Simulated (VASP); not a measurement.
A run of VASP 6.6.1:

Contents of INCAR:

```
SYSTEM = CuO
PREC     = Accurate       ! precision mode
ENCUT    = 520            ! plane-wave cutoff, eV
EDIFF    = 1E-6           ! SCF threshold, eV
ISMEAR   = 0              ! smearing method
SIGMA    = 0.05           ! smearing width, eV
LREAL    = .FALSE.        ! projectors in reciprocal space
LASPH    = .TRUE.         ! aspherical terms in the spheres
NELM     = 150            ! most SCF steps
ALGO     = Normal         ! electronic algorithm
ISIF     = 2              ! what is computed and relaxed
LWAVE    = .FALSE.        ! write WAVECAR
LCHARG   = .TRUE.         ! write CHGCAR
ISPIN    = 2              ! spin polarisation
MAGMOM   = 0.66 0.66 0.39 0.39 ! initial moments
LORBIT   = 11             ! projections on sites
NUPDOWN  = 2.0            ! fixed moment
LMAXMIX  = 4              ! l up to which the mixer works
LDAU     = .TRUE.         ! DFT+U
LDAUTYPE = 2            
LDAUL    = 2 -1           ! shell
LDAUU    = 5 0            ! U, eV
LDAUJ    = 0 0          
LDAUPRINT= 1            
GGA      = CA             ! functional
LELF     = .TRUE.         ! ELF
LVHAR    = .TRUE.       
NBANDS   = 29             ! bands
```

Contents of KPOINTS:

```
Automatic mesh
0
G
  7 7 4
  0 0 0
```

File POSCAR:

```
CuO
1.0
    2.3446497600     -1.7133998200      0.0000000000
    2.3446497600      1.7133998200      0.0000000000
   -0.8605499100      0.0000000000      5.0594394800
Cu O
2 2
Direct
    0.0032000000      0.4968000000      0.0000000000
    0.4968000000      0.0032000000      0.5000000000
    0.5714000000      0.4056000000      0.2537000000
    0.4056000000      0.5714000000      0.7537000000
```

Potentials or basis: VASP PAW LDA potentials, release 64 (Cu, O).

Launch:

```bash
$ cat potpaw_LDA.64/Cu/POTCAR potpaw_LDA.64/O/POTCAR > POTCAR
$ mpirun -np 1 vasp_std > vasp.out
```

Hardware: 1 thread of AMD EPYC 7R13 Processor (Zen 3) (shared host).

Problem. Estimate the wall time of this run.

Solution. Run time: 2.3 min on 1 thread of AMD EPYC 7R13 Processor (Zen 3), with other jobs on the host, peak memory 0.19 GiB. Counts: scf iterations 15, k points 60.
